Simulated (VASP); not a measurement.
# TaSiH4 (F-43m) in VASP: single point with PBE

Aim: the single point of TaSiH4 with PBE.

Everything below comes from runs of VASP 6.6.1. Logs are shortened: lines on timing, memory, paths and dates and some standing lists are left out, and cuts for length are marked.

**1. The cell of the first run**

Symmetry: F-43m, No. 216, cubic system. Conventional cell: a = 6.002 Å, b = 6.002 Å, c = 6.002 Å, α = 90.00°, β = 90.00°, γ = 90.00°. Within 3.4 Å of Ta (site symmetry -43m) lie 4 Si at 2.60 Å and 12 H at 2.62 Å. Within 2.4 Å of Si (site symmetry -43m) lie 4 H at 1.79 Å. H (site symmetry 3m) has 3 H at 1.32 Å and 1 Si at 1.79 Å within 1.8 Å.

**2. Single point, PBE**

Contents of INCAR:

```
  ALGO = Normal
  EDIFF = 1E-6
  ENCUT = 520
  GGA = PE
  ISIF = 2
  ISMEAR = 0
  LASPH = T
  LCHARG = F
  LREAL = F
  LWAVE = F
  NBANDS = 18
  NELM = 80
  PREC = Accurate
  SIGMA = 0.1
```

Contents of KPOINTS:

```
k-points
0
Gamma
  6 6 6
```

Contents of POSCAR:

```
TaSiH4
1.0
    0.0000000000      3.0009775000      3.0009775000
    3.0009775000      0.0000000000      3.0009775000
    3.0009775000      3.0009775000      0.0000000000
Ta Si H
1 1 4
Direct
    0.0000000000      0.0000000000      0.0000000000
    0.2500000000      0.2500000000      0.2500000000
    0.4219763200      0.4219763200      0.4219763200
    0.4219763200      0.4219763200      0.7340710400
    0.4219763200      0.7340710400      0.4219763200
    0.7340710400      0.4219763200      0.4219763200
```

Potentials or basis: VASP PAW PBE potentials, release 64 (Ta_pv, Si, H).

Launch:

```sh
cat potpaw_PBE.64/Ta_pv/POTCAR potpaw_PBE.64/Si/POTCAR potpaw_PBE.64/H/POTCAR > POTCAR
mpirun -np 1 vasp_std > vasp.out
```

OUTCAR:

```text
EDIFF = 1E-6
   ENCUT = 520
   GGA = PE
   ISIF = 2
   ISMEAR = 0
   LASPH = T
   LREAL = F
   NELM = 80
   PREC = Accurate

 ion  position               nearest neighbor table
   1  0.000  0.000  0.000-   2 2.60   2 2.60   2 2.60   2 2.60
   2  0.250  0.250  0.250-   4 1.79   5 1.79   6 1.79   3 1.79   1 2.60   1 2.60   1 2.60   1 2.60

   3  0.422  0.422  0.422-   2 1.79
   4  0.422  0.422  0.734-   2 1.79
   5  0.422  0.734  0.422-   2 1.79
   6  0.734  0.422  0.422-   2 1.79

  LATTYP: Found a face centered cubic cell.
 ALAT       =     6.0019550000

  Lattice vectors:

 A1 = (   0.0000000000,   3.0009775000,   3.0009775000)
 A2 = (   3.0009775000,   0.0000000000,   3.0009775000)
 A3 = (   3.0009775000,   3.0009775000,   0.0000000000)

Analysis of symmetry for initial positions (statically):
=====================================================================
 Subroutine PRICEL returns:
 Original cell was already a primitive cell.

 Routine SETGRP: Setting up the symmetry group for a
 face centered cubic supercell.

 Subroutine GETGRP returns: Found 24 space group operations
 (whereof 24 operations were pure point group operations)
 out of a pool of 48 trial point group operations.

The static configuration has the point symmetry T_d .

Analysis of symmetry for dynamics (positions and initial velocities):
=====================================================================
 Subroutine PRICEL returns:
 Original cell was already a primitive cell.

 Routine SETGRP: Setting up the symmetry group for a
 face centered cubic supercell.

 Subroutine GETGRP returns: Found 24 space group operations
 (whereof 24 operations were pure point group operations)
 out of a pool of 48 trial point group operations.

The dynamic configuration has the point symmetry T_d .

 Subroutine INISYM returns: Found 24 space group operations
 (whereof 24 operations are pure point group operations),
 and found     1 'primitive' translations

----------------------------------------------------------------------------------------

                                     Primitive cell

  volume of cell :      54.0528

  direct lattice vectors                    reciprocal lattice vectors
     0.000000000  3.000977500  3.000977500    -0.166612379  0.166612379  0.166612379
     3.000977500  0.000000000  3.000977500     0.166612379 -0.166612379  0.166612379
     3.000977500  3.000977500  0.000000000     0.166612379  0.166612379 -0.166612379

  length of vectors
     4.244023081  4.244023081  4.244023081     0.288581105  0.288581105  0.288581105

  position of ions in fractional coordinates (direct lattice)
     0.000000000  0.000000000  0.000000000
     0.250000000  0.250000000  0.250000000
     0.421976320  0.421976320  0.421976320
     0.421976320  0.421976320  0.734071040
     0.421976320  0.734071040  0.421976320
     0.734071040  0.421976320  0.421976320

  ion indices of the primitive-cell ions
   primitive index   ion index
                 1           1
                 2           2
                 3           3
                 4           4
                 5           5
                 6           6

----------------------------------------------------------------------------------------

 KPOINTS: k-points

Automatic generation of k-mesh.
 Grid dimensions read from file:
 generate k-points for:    6    6    6

 Generating k-lattice:

  Cartesian coordinates                     Fractional coordinates (reciprocal lattice)
    -0.027768730  0.027768730  0.027768730     0.166666667  0.000000000  0.000000000
     0.027768730 -0.027768730  0.027768730     0.000000000  0.166666667  0.000000000
     0.027768730  0.027768730 -0.027768730     0.000000000  0.000000000  0.166666667

  Length of vectors
     0.048096851  0.048096851  0.048096851

  Shift w.r.t. Gamma in fractional coordinates (k-lattice)
     0.000000000  0.000000000  0.000000000

 Subroutine IBZKPT returns following result:
 ===========================================

 Found     16 irreducible k-points:

 Following reciprocal coordinates:
            Coordinates               Weight
  0.000000  0.000000  0.000000      1.000000
  0.166667  0.000000  0.000000      8.000000
  0.333333  0.000000  0.000000      8.000000
  0.500000  0.000000  0.000000      4.000000
  0.166667  0.166667  0.000000      6.000000
  0.333333  0.166667  0.000000     24.000000
[... 8 lines left out ...]
 -0.333333  0.333333  0.166667     24.000000
 -0.333333  0.500000  0.166667     12.000000
   k-points           NKPTS =     16   k-points in BZ     NKDIM =     16   number of bands    NBANDS=     18
   number of dos      NEDOS =    301   number of ions     NIONS =      6
   total plane-waves  NPLWV =  32768
   dimension x,y,z NGX =    32 NGY =   32 NGZ =   32
   dimension x,y,z NGXF=    64 NGYF=   64 NGZF=   64
   ions per type =               1   1   4
   NGX,Y,Z   is equivalent  to a cutoff of  12.53, 12.53, 12.53 a.u.
   NGXF,Y,Z  is equivalent  to a cutoff of  25.07, 25.07, 25.07 a.u.
 SYSTEM =  unknown system
   PREC   = accura    normal or accurate (medium, high low for compatibility)
   ISTART =      0    job   : 0-new  1-cont  2-samecut
   ICHARG =      2    charge: 1-file 2-atom 10-const
   ISPIN  =      1    spin polarized calculation?
   LNONCOLLINEAR =      F non collinear calculations
   LSORBIT =      F    spin-orbit coupling
   LASPH  =      T    aspherical Exc in radial PAW
   ENCUT  =  520.0 eV  38.22 Ry    6.18 a.u.   7.89  7.89  7.89*2*pi/ulx,y,z
   NELM   =     80;   NELMIN=  2; NELMDL= -5     # of ELM steps
   EDIFF  = 0.1E-05   stopping-criterion for ELM
   LREAL  =      F    real-space projection
   EDIFFG = 0.1E-04   stopping-criterion for IOM
   NSW    =      0    number of steps for IOM
   IBRION =     -1    ionic relax: 0-MD 1-quasi-New 2-CG
   NFREE  =      0    steps in history (QN), initial steepest desc. (CG)
   ISIF   =      2    stress and relaxation
   ISYM   =      2    0-nonsym 1-usesym 2-fastsym
   POTIM  = 0.5000    time-step for ionic-motion
   TEBEG  =    0.0;   TEEND  =   0.0 temperature during run
   PSTRESS=    0.0 pullay stress
   NELECT =      19.0000    total number of electrons
   NUPDOWN=      -1.0000    fix difference up-down
   EMIN   =  10.00;   EMAX   =-10.00  energy-range for DOS
   EFERMI =   0.00;   METHOD = LEGACY
   ISMEAR =     0;   SIGMA  =   0.10  broadening in eV -4-tet -1-fermi 0-gaus
   EFERMI_NEDOS =   21; number of points for ismear=-14 and -15
   IALGO  =     38    algorithm
   IMIX   =      4    mixing-type and parameters
     AMIX     =   0.40;   BMIX     =  1.00
     AMIX_MAG =   1.60;   BMIX_MAG =  1.00
  volume/ion in A,a.u.               =       9.01        60.79
  Fermi-wavevector in a.u.,A,eV,Ry     =   1.155367  2.183327 18.162049  1.334873
  Thomas-Fermi vector in A             =   2.291996
   LORBIT       =      0    0 simple, 1 ext, 2 COOP (PROOUT), +10 PAW based schemes
   GGA     = PE    functional components
   LHFCALC =     F    Hartree Fock is set to
   AEXX    =    0.0000 exact exchange contribution
   IVDW    =     0    specifies the selected vdW correction
   LEPSILON=     F    determine dielectric tensor
   LRPA    =     F    only Hartree local field effects (RPA)
 non-spin polarized calculation
 Gauss-broadening in eV      SIGMA  =   0.10
  energy-cutoff  :      520.00
  volume of cell :       54.05
 maximum number of plane-waves:      1464
   NGX = 15   NGY = 15   NGZ = 15

 number of electron      18.9999997 magnetization

 Free energy of the ion-electron system (eV)
  ---------------------------------------------------
  ext. energy  EPLUGINS =         0.00000000
  ---------------------------------------------------
  free energy    TOTEN  =       -24.96207797 eV

  energy without entropy =      -24.94426626  energy(sigma->0) =      -24.95317212

 E-fermi :   4.8421     XC(G=0): -10.5331

 val. band max:        4.8401319314   @ k =   0.1667   0.1667   0.0000
 cond. band min:       4.9273626151   @ k =  -0.3333   0.1667   0.0000
 fundamental gap:      0.0872306837
 Fermi energy:         4.8420670582

 k-point     1 :       0.0000    0.0000    0.0000
  band No.  band energies     occupation
      1     -30.0741      2.00000
      2     -30.0741      2.00000
      3     -30.0741      2.00000
      4      -8.3757      2.00000
      5       0.9133      2.00000
      6       0.9133      2.00000
[... 10 lines left out ...]
     17      11.2942      0.00000
     18      15.6453      0.00000

 k-point     2 :       0.1667    0.0000    0.0000
  band No.  band energies     occupation
      1     -30.0809      2.00000
      2     -30.0750      2.00000
      3     -30.0750      2.00000
      4      -8.0799      2.00000
      5      -0.9874      2.00000
      6       0.7991      2.00000
[... 10 lines left out ...]
     17      10.6351      0.00000
     18      15.1593      0.00000

 k-point     3 :       0.3333    0.0000    0.0000
  band No.  band energies     occupation
      1     -30.0946      2.00000
      2     -30.0770      2.00000
      3     -30.0770      2.00000
      4      -7.2980      2.00000
      5      -2.9574      2.00000
      6       0.5181      2.00000
[... 10 lines left out ...]
     17      11.7386      0.00000
     18      15.1130      0.00000

 k-point     4 :       0.5000    0.0000    0.0000
  band No.  band energies     occupation
      1     -30.1014      2.00000
      2     -30.0779      2.00000
      3     -30.0779      2.00000
      4      -6.6689      2.00000
      5      -3.9904      2.00000
      6       0.3707      2.00000
[... 207 lines left out ...]
      4      -6.7542      2.00000
      5      -3.5728      2.00000
      6      -0.2781      2.00000
[... 10 lines left out ...]
     17      12.8364      0.00000
     18      13.4931      0.00000

 k-point    15 :      -0.3333    0.3333    0.1667
  band No.  band energies     occupation
      1     -30.0959      2.00000
      2     -30.0879      2.00000
      3     -30.0818      2.00000
      4      -6.2947      2.00000
      5      -4.1126      2.00000
      6      -0.5948      2.00000
[... 10 lines left out ...]
     17      12.8011      0.00000
     18      13.8587      0.00000

 k-point    16 :      -0.3333    0.5000    0.1667
  band No.  band energies     occupation
      1     -30.0965      2.00000
      2     -30.0876      2.00000
      3     -30.0843      2.00000
      4      -6.1689      2.00000
      5      -4.2454      2.00000
      6      -0.3931      2.00000
[... 10 lines left out ...]
     17      13.2276      0.00000
     18      13.5784      0.00000

------------------------ aborting loop because EDIFF is reached ----------------------------------------

  FORCE on cell =-STRESS in cart. coord.  units (eV):
  Direction    XX          YY          ZZ          XY          YZ          ZX
  --------------------------------------------------------------------------------------
  -------------------------------------------------------------------------------------
  Total        0.0037264      0.0037264      0.0037264      0.0000000      0.0000000      0.0000000
  in kB        0.1104550      0.1104550      0.1104550      0.0000000      0.0000000      0.0000000
  external PRESSURE =       0.1104550 kB  Pullay stress =       0.0000000 kB

 VOLUME and BASIS-vectors are now :
 -----------------------------------------------------------------------------
  energy-cutoff  :      520.00
  volume of cell :       54.05
      direct lattice vectors                 reciprocal lattice vectors
     0.000000000  3.000977500  3.000977500    -0.166612379  0.166612379  0.166612379
     3.000977500  0.000000000  3.000977500     0.166612379 -0.166612379  0.166612379
     3.000977500  3.000977500  0.000000000     0.166612379  0.166612379 -0.166612379

 POSITION                                       TOTAL-FORCE (eV/Angst)
 -----------------------------------------------------------------------------------
      0.00000      0.00000      0.00000         0.000000      0.000000      0.000000
      1.50049      1.50049      1.50049         0.000000      0.000000      0.000000
      2.53268      2.53268      2.53268        -0.262634     -0.262634     -0.262634
      3.46927      3.46927      2.53268         0.262634      0.262634     -0.262634
      3.46927      2.53268      3.46927         0.262634     -0.262634      0.262634
      2.53268      3.46927      3.46927        -0.262634      0.262634      0.262634
 -----------------------------------------------------------------------------------
    total drift:                                0.000000      0.000000      0.000000

  FREE ENERGIE OF THE ION-ELECTRON SYSTEM (eV)
  ---------------------------------------------------
  free  energy   TOTEN  =       -24.9620779743 eV

  energy  without entropy=      -24.9442662629  energy(sigma->0) =      -24.95317212
```

Wall time 22 s (1 thread of Intel Xeon 8259CL, shared host); peak memory 0.18 GiB.

Results:

```
Free energy   : -24.9621 eV
Pressure      : 0.0 GPa
Largest force : 0.455 eV/Å
```

Forces in eV/Å, atoms in the order of the input:
```
Ta   0.000  0.000  0.000
Si   0.000  0.000  0.000
H   -0.263 -0.263 -0.263
H    0.263  0.263 -0.263
H    0.263 -0.263  0.263
H   -0.263  0.263  0.263
```

Levels at points of the mesh, in eV from the Fermi level:
```
           k point  band 7  band 8  band 9  band 10  band 11  band 12  band 13  band 14
(0.00, 0.00, 0.00)   -3.93   -3.60   -0.27    -0.27    -0.27    -0.23    -0.23     3.46
(0.50, 0.00, 0.00)   -4.47   -2.13   -0.10    -0.10     0.91     2.06     2.06     4.62
(0.50, 0.50, 0.00)   -4.16   -2.17   -1.93     0.57     0.57     0.82     1.50     6.55
```

Caveat: spin-orbit coupling is left out, which moves the levels of the heavy elements.
